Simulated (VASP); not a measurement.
**TlCl: single point with r2SCAN+D3(BJ)**

Slab: TlCl, a slab with vacuum.

```xyz
6
Lattice="5.4221 0.0000 0.0000 2.7110 4.6957 0.0000 0.0000 0.0000 17.5339" Properties=species:S:1:pos:R:3 pbc="T T T"
Tl    0.0000    0.0000    6.0000
Tl    5.4221    3.1304    8.2136
Tl    2.7110    1.5652   10.4271
Cl    2.7110    1.5652    7.1068
Cl    2.7110    4.6957    9.3203
Cl    5.4221    3.1304   11.5339
```

```json
{"Program": "VASP 6.6.1", "Task": "single point", "Functional": "r2SCAN", "Dispersion": "D3(BJ)", "Potentials or basis": "VASP PAW PBE potentials, release 64 (Tl_d, Cl)", "Cutoff": "440 eV", "k mesh": "3 × 3 × 1", "Occupations": "gaussian, width 0.05 eV", "Spin": "no spin polarisation", "Dipole correction": "yes", "Further INCAR settings": "ALGO = Normal; EDIFF = 1e-06; NBANDS = 39"}
```

```yaml
Largest_force: 1.231 eV/Å
Band_gap_on_the_k_mesh: 1.50 eV, indirect (least direct gap 1.60 eV)
Dispersion_energy_per_atom: -0.077 eV
```

Forces on the atoms (eV/Å):
```
Tl   0.000  0.000  0.864
Tl   0.000  0.000  1.231
Tl   0.000  0.000  0.884
Cl   0.000  0.000 -0.808
Cl   0.000  0.000 -1.110
Cl   0.000  0.000 -1.062
```

Levels at points of the mesh, in eV from the valence-band top:
```tsv
k point	band 28	band 29	band 30	band 31	band 32	band 33
(0.00, 0.00, 0.00)	-0.59	-0.59	-0.51	1.60	1.99	1.99
```

Run time: 7.2 min on 1 thread of Intel(R) Xeon(R) Platinum 8488C (Sapphire Rapids), on a shared host, peak memory 0.48 GiB.

Caveat: the k points lie up to 0.45 Å⁻¹ apart; three body term missing; the PAW data sets were made with another functional, which shifts forces and pressure a little; spin-orbit coupling is left out, which moves the levels of the heavy elements.
